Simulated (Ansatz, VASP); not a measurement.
## ZrB2 in VASP and in Ansatz

INCAR

```
SYSTEM = ZrB2
PREC = Accurate ; ENCUT = 520
EDIFF = 1E-6 ; ISMEAR = 0
SIGMA = 0.15 ; LREAL = .FALSE.
LASPH = .TRUE. ; NELM = 80
ALGO = Normal ; ISIF = 2
LWAVE = .FALSE. ; LCHARG = .FALSE.
GGA = PS ; NBANDS = 16
```

Contents of KPOINTS:

```
Automatic mesh
0
G
  15 15 12
  0 0 0
```

File POSCAR:

```
ZrB2
1.0
    3.1864000000      0.0000000000      0.0000000000
   -1.5932000000      2.7595033466      0.0000000000
    0.0000000000      0.0000000000      3.4483000000
Zr B
1 2
Direct
    0.0000000000      0.0000000000      0.0000000000
    0.3333333333      0.6666666667      0.5000000000
    0.6666666667      0.3333333333      0.5000000000
```

Input for Ansatz:

```yaml
crystal:
  lattice:
    - [3.1864, 0.0, 0.0]
    - [-1.5932, 2.7595033466, 0.0]
    - [0.0, 0.0, 3.4483]
  atoms:
    - { symbol: Zr, position: [0.0, 0.0, 0.0] }
    - { symbol: B, position: [0.3333333333, 0.6666666667, 0.5] }
    - { symbol: B, position: [0.6666666667, 0.3333333333, 0.5] }
basis:
  ecutwfc: 520.0
kpoints:
  mp_grid: { grid: [15, 15, 12] }
hamiltonian:
  xc: pbesol
scf:
  occupations: { method: gaussian, width: 0.15 }
output:
  forces: true
  stress: true
  eigenvalues: true
```

Alike in both runs: task single point; functional PBEsol; k mesh 15 × 15 × 12; occupations gaussian, width 0.15 eV; no spin polarisation.

|  | VASP | Ansatz |
| --- | --- | --- |
| version | VASP 6.6.1 | Ansatz 0.2.0 |
| potentials or method | VASP PAW PBE potentials, release 64 (Zr_sv, B), cutoff 520 eV | scalar-relativistic, plane waves, PAW |
| valence electrons in the cell | 18 | 18 |

Ansatz gave:

| Item | Value |
| --- | --- |
| gap on the k mesh at the Fermi level (eV) | none |
| pressure (GPa) | -1.1 |
| traceless stress, the component that is largest in VASP (GPa) | 6.11 |

Q: Estimate VASP's values.

A: gap on the k mesh at the Fermi level (eV): none; pressure (GPa): -0.7; traceless stress, the component that is largest in VASP (GPa): 6.11.

VASP's potentials were made for PBE, not for PBEsol. A gap of «none» marks a metal or a gap that the smearing closes.
